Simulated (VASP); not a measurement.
Runs of VASP 6.6.1 on InAs. The structure is that of space group I-4m2 (No. 119), or close to it. The cells are those of the table. 

```tsv
cell	gap on the mesh (eV)	pressure (GPa)
a = 4.445, b = 4.445, c = 4.024 Å, angles 63.1, 63.1, 53.8°, 2 atoms	none	1.3
a = 4.355, b = 4.355, c = 4.143 Å, angles 61.6, 61.6, 56.8°, 2 atoms	(b)	1.7
a = 4.544, b = 4.544, c = 3.918 Å, angles 64.5, 64.5, 51.1°, 2 atoms	none	0.9
a = 4.166, b = 4.166, c = 4.646 Å, angles 56.1, 56.1, 67.8°, 2 atoms	0.28	0.5
a = 4.666, b = 4.666, c = 3.810 Å, angles 65.9, 65.9, 48.2°, 2 atoms	none	0.6
a = 4.190, b = 4.190, c = 4.515 Å, angles 57.4, 57.4, 65.2°, 2 atoms	(a)	1.3
a = 4.157, b = 4.157, c = 4.801 Å, angles 54.7, 54.7, 70.5°, 2 atoms	none	(c)
a = 4.225, b = 4.225, c = 4.397 Å, angles 58.6, 58.6, 62.7°, 2 atoms	0.02	1.7
```

Alike in all rows: task single point; level r2SCAN; potentials or basis VASP PAW PBE potentials, release 64 (In_d, As); no spin polarisation; k mesh 10 × 10 × 10; cutoff (eV) 520; smearing gaussian 0.03 eV.

Question: Estimate the missing entries.

Answer: (a) 0.27; (b) 0.01; (c) -0.8.

Caveats: semilocal functionals underestimate gaps, and a narrow one can read as zero; the PAW data sets were made with another functional, which shifts forces and pressure a little; spin-orbit coupling is left out, which moves the levels of the heavy elements; the stress differs along the axes, from -5 to 4 GPa (at least some runs); the smearing spreads over this small gap (at least some runs); the stress differs along the axes, from -9 to 6 GPa (at least some runs); the stress differs along the axes, from -1 to 4 GPa (at least some runs).

A k mesh can miss the band edges, and the runs leave out spin-orbit coupling on As, In.

A gap of «none» marks levels without a gap at the run's occupations.
